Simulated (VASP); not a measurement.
# TaN (P-6m2) in VASP: a series of runs, part 2 of 2

VASP 6.6.1. Earlier steps stand in the parts before.

### Step 5. Relaxation of cell and atoms, LDA

This run uses another cell than the first one, of 10.13 Å³/atom, 0.971 times its volume.

INCAR

```
SYSTEM = TaN
PREC = Accurate
ENCUT = 600
EDIFF = 1E-6
ISMEAR = -1
SIGMA = 0.02
LREAL = .FALSE.
LASPH = .TRUE.
NELM = 80
ALGO = Normal
ISIF = 3
LWAVE = .FALSE.
LCHARG = .FALSE.
IBRION = 2
NSW = 100
EDIFFG = -0.02
```

KPOINTS

```
Automatic mesh
0
G
  10 10 9
  0 0 0
```

POSCAR

```
TaN
1.0
    2.8780239874      0.0000000000      0.0000000000
   -1.4390119937      2.4924418858      0.0000000000
    0.0000000000      0.0000000000      2.8241467514
Ta N
1 1
Direct
    0.3333333333      0.6666666667      0.5000000000
    0.0000000000      0.0000000000      0.0000000000
```

Potentials or basis: VASP PAW LDA potentials, release 64 (Ta_pv, N).

On the command line:

```console
$ cat potpaw_LDA.64/Ta_pv/POTCAR potpaw_LDA.64/N/POTCAR > POTCAR
$ mpirun -np 1 vasp_std > vasp.out
```

OUTCAR:

```text
SYSTEM = TaN
   PREC = Accurate
   ENCUT = 600
   EDIFF = 1E-6
   ISMEAR = -1
   LREAL = .FALSE.
   LASPH = .TRUE.
   NELM = 80
   ISIF = 3
   IBRION = 2
   NSW = 100
   EDIFFG = -0.02

 ion  position               nearest neighbor table
   1  0.333  0.667  0.500-   2 2.18   2 2.18   2 2.18   2 2.18   2 2.18   2 2.18
   2  0.000  0.000  0.000-   1 2.18   1 2.18   1 2.18   1 2.18   1 2.18   1 2.18

  LATTYP: Found a hexagonal cell.
 ALAT       =     2.8780239874
 C/A-ratio  =     0.9812797822

  Lattice vectors:

 A1 = (   2.8780239874,   0.0000000000,   0.0000000000)
 A2 = (  -1.4390119937,   2.4924418858,   0.0000000000)
 A3 = (   0.0000000000,   0.0000000000,   2.8241467514)

Analysis of symmetry for initial positions (statically):
=====================================================================
 Subroutine PRICEL returns:
 Original cell was already a primitive cell.

 Routine SETGRP: Setting up the symmetry group for a
 hexagonal supercell.

 Subroutine GETGRP returns: Found 12 space group operations
 (whereof 12 operations were pure point group operations)
 out of a pool of 24 trial point group operations.

The static configuration has the point symmetry D_3h.

Analysis of symmetry for dynamics (positions and initial velocities):
=====================================================================
 Subroutine PRICEL returns:
 Original cell was already a primitive cell.

 Routine SETGRP: Setting up the symmetry group for a
 hexagonal supercell.

 Subroutine GETGRP returns: Found 12 space group operations
 (whereof 12 operations were pure point group operations)
 out of a pool of 24 trial point group operations.

The dynamic configuration has the point symmetry D_3h.

 Subroutine INISYM returns: Found 12 space group operations
 (whereof 12 operations are pure point group operations),
 and found     1 'primitive' translations

----------------------------------------------------------------------------------------

                                     Primitive cell

  volume of cell :      20.2585

  direct lattice vectors                    reciprocal lattice vectors
     2.878023987  0.000000000  0.000000000     0.347460620  0.200606483  0.000000000
    -1.439011994  2.492441886  0.000000000     0.000000000  0.401212965  0.000000000
     0.000000000  0.000000000  2.824146751     0.000000000  0.000000000  0.354089248

  length of vectors
     2.878023987  2.878023987  2.824146751     0.401212965  0.401212965  0.354089248

  position of ions in fractional coordinates (direct lattice)
     0.333333333  0.666666667  0.500000000
     0.000000000  0.000000000  0.000000000

  ion indices of the primitive-cell ions
   primitive index   ion index
                 1           1
                 2           2

----------------------------------------------------------------------------------------

 KPOINTS: Automatic mesh

Automatic generation of k-mesh.
 Grid dimensions read from file:
 generate k-points for:   10   10    9

 Generating k-lattice:

  Cartesian coordinates                     Fractional coordinates (reciprocal lattice)
[... 51 lines left out ...]
   PREC   = accura    normal or accurate (medium, high low for compatibility)
   ISTART =      0    job   : 0-new  1-cont  2-samecut
   ICHARG =      2    charge: 1-file 2-atom 10-const
   ISPIN  =      1    spin polarized calculation?
   LNONCOLLINEAR =      F non collinear calculations
   LSORBIT =      F    spin-orbit coupling
   LASPH  =      T    aspherical Exc in radial PAW
   ENCUT  =  600.0 eV  44.10 Ry    6.64 a.u.   5.75  5.75  5.64*2*pi/ulx,y,z
   NELM   =     80;   NELMIN=  2; NELMDL= -5     # of ELM steps
   EDIFF  = 0.1E-05   stopping-criterion for ELM
   LREAL  =      F    real-space projection
   EDIFFG = -.2E-01   stopping-criterion for IOM
   NSW    =    100    number of steps for IOM
   IBRION =      2    ionic relax: 0-MD 1-quasi-New 2-CG
   NFREE  =      1    steps in history (QN), initial steepest desc. (CG)
   ISIF   =      3    stress and relaxation
   ISYM   =      2    0-nonsym 1-usesym 2-fastsym
   POTIM  = 0.5000    time-step for ionic-motion
   TEBEG  =    0.0;   TEEND  =   0.0 temperature during run
   PSTRESS=    0.0 pullay stress
   NELECT =      16.0000    total number of electrons
   NUPDOWN=      -1.0000    fix difference up-down
   EMIN   =  10.00;   EMAX   =-10.00  energy-range for DOS
   EFERMI =   0.00;   METHOD = LEGACY
   ISMEAR =    -1;   SIGMA  =   0.02  broadening in eV -4-tet -1-fermi 0-gaus
   EFERMI_NEDOS =   21; number of points for ismear=-14 and -15
   IALGO  =     38    algorithm
   IMIX   =      4    mixing-type and parameters
     AMIX     =   0.40;   BMIX     =  1.00
     AMIX_MAG =   1.60;   BMIX_MAG =  1.00
  volume/ion in A,a.u.               =      10.13        68.36
  Fermi-wavevector in a.u.,A,eV,Ry     =   1.513257  2.859640 31.156602  2.289946
  Thomas-Fermi vector in A             =   2.623072
   LORBIT       =      0    0 simple, 1 ext, 2 COOP (PROOUT), +10 PAW based schemes
   GGA     = CA    functional components
   LHFCALC =     F    Hartree Fock is set to
   AEXX    =    0.0000 exact exchange contribution
   IVDW    =     0    specifies the selected vdW correction
   LEPSILON=     F    determine dielectric tensor
   LRPA    =     F    only Hartree local field effects (RPA)
 conjugate gradient relaxation of ions
 non-spin polarized calculation
  energy-cutoff  :      600.00
  volume of cell :       20.26
 maximum number of plane-waves:       688
 NGX is ok and might be reduce to    24
   NGX = 11   NGY = 11   NGZ = 11

--------------------------------------- Ionic step        1  -------------------------------------------

 number of electron      16.0000000 magnetization

 Free energy of the ion-electron system (eV)
  ---------------------------------------------------
  ext. energy  EPLUGINS =         0.00000000
  ---------------------------------------------------
  free energy    TOTEN  =       -24.68791257 eV

  energy without entropy =      -24.68791096  energy(sigma->0) =      -24.68791176

------------------------ aborting loop because EDIFF is reached ----------------------------------------

  FORCE on cell =-STRESS in cart. coord.  units (eV):
  Direction    XX          YY          ZZ          XY          YZ          ZX
  --------------------------------------------------------------------------------------
  -------------------------------------------------------------------------------------
  Total        1.7335627      1.7335627      1.9193741      0.0000000      0.0000000     -0.0000000
  in kB      137.1018818    137.1018818    151.7971116      0.0000000      0.0000000     -0.0000000
  external PRESSURE =     142.0002917 kB  Pullay stress =       0.0000000 kB
[... 203 lines left out ...]
--------------------------------------- Ionic step        7  -------------------------------------------

 number of electron      16.0000000 magnetization

 Free energy of the ion-electron system (eV)
  ---------------------------------------------------
  ext. energy  EPLUGINS =         0.00000000
  ---------------------------------------------------
  free energy    TOTEN  =       -24.71852617 eV

  energy without entropy =      -24.71852401  energy(sigma->0) =      -24.71852509

 E-fermi :   8.4501     XC(G=0): -13.7327

 val. band max:        8.3047940712   @ k =   0.0000   0.0000   0.4444
 cond. band min:       8.5992901346   @ k =   0.0000   0.0000   0.3333
 fundamental gap:      0.2944960634
 Fermi energy:         8.4501031495

 k-point     1 :       0.0000    0.0000    0.0000
  band No.  band energies     occupation
      1     -26.1458      2.00000
      2     -25.8657      2.00000
      3     -25.8657      2.00000
      4      -9.3409      2.00000
      5       3.7369      2.00000
      6       3.7369      2.00000
      7       4.0784      2.00000
      8       5.5054      2.00000
      9      10.9846      0.00000
     10      12.1204      0.00000
     11      12.1204      0.00000
     12      12.5004      0.00000
[... 331 lines left out ...]
 k-point    24 :       0.4000    0.1000    0.1111
  band No.  band energies     occupation
      1     -26.9450      2.00000
      2     -26.1797      2.00000
      3     -26.0942      2.00000
      4      -6.8850      2.00000
      5       0.2409      2.00000
      6       2.9061      2.00000
      7       4.1969      2.00000
      8       6.0878      2.00000
      9      11.0545      0.00000
     10      12.1325      0.00000
     11      13.1432      0.00000
     12      14.3889      0.00000

 [... further k-points ...]

------------------------ aborting loop because EDIFF is reached ----------------------------------------

  FORCE on cell =-STRESS in cart. coord.  units (eV):
  Direction    XX          YY          ZZ          XY          YZ          ZX
  --------------------------------------------------------------------------------------
  -------------------------------------------------------------------------------------
  Total        0.0257656      0.0257656      0.0324437      0.0000000      0.0000000     -0.0000000
  in kB        1.9695235      1.9695235      2.4799935      0.0000000      0.0000000     -0.0000000
  external PRESSURE =       2.1396802 kB  Pullay stress =       0.0000000 kB
[... 17 lines left out ...]
  FREE ENERGIE OF THE ION-ELECTRON SYSTEM (eV)
  ---------------------------------------------------
  free  energy   TOTEN  =       -24.7185261668 eV

  energy  without entropy=      -24.7185240088  energy(sigma->0) =      -24.71852509

 reached required accuracy - stopping structural energy minimisation
```

Run time: 34 s. Hardware: 1 thread of Intel Xeon Platinum 8488C (Sapphire Rapids), shared host; peak memory 0.15 GiB.

What came out:

| Item | Value |
| --- | --- |
| Free energy | -24.7185 eV |
| Relaxed volume | 10.48 Å³/atom |
| Relaxed cell | a = 2.911 Å, b = 2.911 Å, c = 2.856 Å, α = 90.00°, β = 90.00°, γ = 120.00° |
| Space group after relaxing (to 0.05 Å) | P-6m2 (No. 187) |
| Energy gained by relaxing | 15.3 meV/atom |
| Ionic steps | 7 |
| Pressure after relaxing | 0.2 GPa |
| Band gap on the k mesh | zero (band 8 reaches 8.60 eV, above the bottom of band 9 at 8.30 eV) |

Step by step:
| step | energy change (eV) | largest force (eV/Å) | pressure (GPa) | volume (Å³) |
| --- | --- | --- | --- | --- |
| 1 | 0.0000 | 0.0000 | 14.20 | 20.26 |
| 2 | 0.1705 | 0.0000 | -28.98 | 23.01 |
| 3 | -0.0305 | 0.0000 | -0.45 | 21.00 |
| 4 | -0.0306 | 0.0000 | -0.06 | 20.97 |
| 5 | -0.0305 | 0.0000 | 0.22 | 20.96 |
| 6 | -0.0306 | 0.0000 | 0.17 | 20.96 |
| 7 | -0.0306 | 0.0000 | 0.21 | 20.96 |

Final structure:
```yaml
crystal:
  lattice:
    - [2.91123, 0.00000, 0.00000]
    - [-1.45562, 2.52120, 0.00000]
    - [0.00000, 0.00000, 2.85565]
  atoms:
    - { symbol: Ta, position: [0.33333, 0.66667, 0.50000] }
    - { symbol: N, position: [0.00000, 0.00000, 0.00000] }
```

Caveat: spin-orbit coupling is left out, which moves the levels of the heavy elements.
